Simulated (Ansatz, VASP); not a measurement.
# One calculation of As, two programs

The input INCAR:

```
ALGO = Normal ; EDIFF = 1E-6
ENCUT = 520 ; GGA = PE
ISIF = 2 ; ISMEAR = 0
LASPH = T ; LCHARG = F
LREAL = F ; LWAVE = F
NBANDS = 12 ; NELM = 80
PREC = Accurate ; SIGMA = 0.1
```

KPOINTS

```
k-points
0
Gamma
  12 12 12
```

File POSCAR:

```
As
1.0
    1.8797494575      1.0852738553      3.4857700000
   -1.8797494575      1.0852738553      3.4857700000
    0.0000000000     -2.1705477106      3.4857700000
As
2
Direct
    0.2275400000      0.2275400000      0.2275400000
    0.7408330419      0.8066609635      0.7915397468
```

Input for Ansatz:

```yaml
crystal:
  lattice:
    - [1.8797494575, 1.0852738553, 3.48577]
    - [-1.8797494575, 1.0852738553, 3.48577]
    - [0.0, -2.1705477106, 3.48577]
  atoms:
    - { symbol: As, position: [0.22754, 0.22754, 0.22754] }
    - { symbol: As, position: [0.7408330419, 0.8066609635, 0.7915397468] }
basis:
  ecutwfc: 420
kpoints:
  mp_grid: { grid: [12, 12, 12] }
hamiltonian:
  xc: pbe
scf:
  occupations: { method: gaussian, width: 0.1 }
output:
  forces: true
  stress: true
  eigenvalues: true
```

Change from the starting cell: one atom moved.

Alike in both runs: task single point; functional PBE; k mesh 12 × 12 × 12; occupations gaussian, width 0.1 eV; no spin polarisation.

|  | VASP | Ansatz |
| --- | --- | --- |
| version | VASP 6.6.1 | Ansatz 0.2.0 |
| potentials or method | VASP PAW PBE potentials, release 64 (As), cutoff 520 eV | scalar-relativistic, plane waves, PAW |
| valence electrons in the cell | 10 | 30 |

```tsv
	VASP	Ansatz	Ansatz less VASP
gap on the k mesh at the Fermi level (eV)	none	none	-
pressure (GPa)	6.5	6.1	-0.40
traceless stress, the component that is largest in VASP (GPa)	-3.81	-3.71	+0.094
rms of the force components (eV/Å)	0.840	0.799	-0.0405
```

Atom by atom the forces differ by 0.043 eV/Å (rms over components). A gap of «none» marks a metal or a gap that the smearing closes. With one functional, cell and mesh, what is left measures potentials, basis and numerics. VASP's potentials hold 10 valence electrons a cell and Ansatz's 30, so a difference there can come from the potentials and not from the codes.
